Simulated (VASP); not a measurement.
Wanted: the native input for a VASP 6.6.1 run.

| Item | Value |
| --- | --- |
| Task | single point |
| Functional | PBE |
| Potentials or basis | VASP PAW PBE potentials, release 64 (Nb_sv, Si) |
| Cutoff | 520 eV |
| k mesh | 14 × 14 × 14 |
| Occupations | fermi-dirac, width 0.1 eV |
| Spin | no spin polarisation |
| Dipole correction | no |
| Further INCAR settings | ALGO = Normal; EDIFF = 1e-07; NBANDS = 16 |

The structure of NbSi (CsCl type) lies in POSCAR:

```
NbSi
1.0
    2.8723046487      0.0000000000      0.0000000000
    0.0000000000      2.8723046487      0.0000000000
    0.0000000000      0.0000000000      2.8723046487
Nb Si
1 1
Direct
    0.0000000000      0.0000000000      0.0000000000
    0.5000000000      0.5000000000      0.5000000000
```

The input as run:

INCAR

```
SYSTEM = NbSi
PREC = Accurate
ENCUT = 520
EDIFF = 1E-7
ISMEAR = -1
SIGMA = 0.1
LREAL = .FALSE.
LASPH = .TRUE.
NELM = 80
ALGO = Normal
ISIF = 2
LWAVE = .FALSE.
LCHARG = .TRUE.
GGA = PE
LELF = .TRUE.
LVHAR = .TRUE.
NBANDS = 16
```

KPOINTS

```
Automatic mesh
0
G
  14 14 14
  0 0 0
```

Potentials or basis: VASP PAW PBE potentials, release 64 (Nb_sv, Si).

Launch:

```bash
$ cat potpaw_PBE.64/Nb_sv/POTCAR potpaw_PBE.64/Si/POTCAR > POTCAR
$ mpirun -np 1 vasp_std > vasp.out
```

It gave:

The pressure is 84.7 GPa and the band gap on the k mesh is zero (an odd number of electrons rules out a gap without spin polarisation).

Caveat: the cell stands under pressure.

Wall time 63 s on 1 thread of Intel Xeon 8259CL, on a shared host, peak memory 0.17 GiB.
